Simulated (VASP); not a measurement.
Input of a VASP 6.6.1 run:

INCAR

```
SYSTEM = Sr2H3I
  PREC = Accurate
  ENCUT = 520
  EDIFF = 1E-6
  ISMEAR = -1
  SIGMA = 0.2241
  LREAL = Auto
  LASPH = .True.
  NELM = 100
  ALGO = Normal
  ISIF = 2
  LWAVE = .False.
  LCHARG = .False.
  GGA = PS
  NBANDS = 60
```

File KPOINTS:

```
Automatic mesh
0
Gamma
  2 2 2
  0.5 0.5 0.5
```

The input POSCAR:

```
Sr2H3I
1.0
    6.5614440000     -3.7882520000      0.0000000000
    0.0000000000      7.5765030000      0.0000000000
    0.0000000000      0.0000000000      7.9209900000
Sr H I
6 9 3
Direct
    0.3363128604      0.3306237543      0.6743455048
    0.0035297108      0.6728789567      0.6840220730
    0.6612526145      0.9997660582      0.6725006596
    0.0056649116      0.3343074123      0.3240079839
    0.6634061039      0.6684786504      0.3242425505
    0.3332360986      0.9996164876      0.3238914580
    0.0897428981      0.0977731696      0.4258922180
    0.6522783704      0.3353986452      0.5618223227
    0.3222984148      0.6268590687      0.5348855383
    0.3402255662      0.3438207814      0.3259241585
    0.0444342739      0.6849779149      0.2775533109
    0.6493168272      0.9715979482      0.3440965081
    0.0854377482      0.3951050663      0.6864895676
    0.6707017541      0.7056307192      0.6125610561
    0.3198847693      0.9617962425      0.6154207997
   -0.0001510338      0.0001789540      0.0006688558
    0.6682336998      0.3324158454      0.0053683946
    0.3313407841      0.6643524576     -0.0058447240
```

Potentials or basis: VASP PAW PBE potentials, release 64 (Sr_sv, H, I).

Launch:

```bash
$ cat potpaw_PBE.64/Sr_sv/POTCAR potpaw_PBE.64/H/POTCAR potpaw_PBE.64/I/POTCAR > POTCAR
$ mpirun -np 1 vasp_std > vasp.out
```

(1) What does it give for the largest force?

(2) Estimate the pressure.

## Answers

(1) 1.509 eV/Å.

(2) -2.8 GPa.

Caveat: the atoms stand as in a frame of molecular dynamics; the PAW data sets were made with another functional, which shifts forces and pressure a little.
